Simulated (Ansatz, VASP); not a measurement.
# Mo: VASP beside Ansatz

File INCAR:

```
ALGO = Normal
EDIFF = 1E-6
ENCUT = 520
GGA = PE
ISIF = 2
ISMEAR = -1
LASPH = True
LCHARG = True
LELF = True
LREAL = False
LVHAR = True
LWAVE = False
NBANDS = 21
NELM = 80
PREC = Accurate
SIGMA = 0.08
```

File KPOINTS:

```
k-points
0
Gamma
  15 15 8
```

File POSCAR:

```
Mo
1.0
    2.3792751597      0.0000000000      0.0000000000
   -1.1896375798      2.0605127309      0.0000000000
    0.0000000000      0.0000000000      3.8126140305
Mo
2
Direct
    0.3333333333      0.6666666667      0.2500000000
    0.6666666667      0.3333333333      0.7500000000
```

Input for Ansatz:

```yaml
crystal:
  lattice:
    - [2.3792751597, 0.0, 0.0]
    - [-1.1896375798, 2.0605127309, 0.0]
    - [0.0, 0.0, 3.8126140305]
  atoms:
    - { symbol: Mo, position: [0.3333333333, 0.6666666667, 0.25] }
    - { symbol: Mo, position: [0.6666666667, 0.3333333333, 0.75] }
kpoints:
  mp_grid: { grid: [15, 15, 8] }
scf:
  occupations: { method: fermi_dirac, width: 0.08 }
hamiltonian:
  xc: pbe
  pseudopotentials: { kind: all_electron, lapw: { basis_error: 0.001 } }
output:
  forces: true
  stress: true
  eigenvalues: true
  populations: true
```

Change from the starting cell: volume scaled by 0.58, LAPW.

Alike in both runs: task single point; functional PBE; k mesh 15 × 15 × 8; occupations fermi-dirac, width 0.08 eV; no spin polarisation.

|  | VASP | Ansatz |
| --- | --- | --- |
| version | VASP 6.6.1 | Ansatz 0.2.0 |
| potentials or method | VASP PAW PBE potentials, release 64 (Mo_sv), cutoff 520 eV | all-electron LAPW, scalar-relativistic |

|  | VASP | Ansatz | Ansatz less VASP |
| --- | --- | --- | --- |
| pressure (GPa) | 368.8 | 362.2 | -6.61 |
| traceless stress, the component that is largest in VASP (GPa) | 0.26 | -0.13 | -0.392 |

Both programs put the cell under a high pressure, so it lies far from rest at this level. Ansatz ran all-electron here, and VASP with PAW potentials.

Noted on VASP's run: the cell as given lies far from equilibrium.
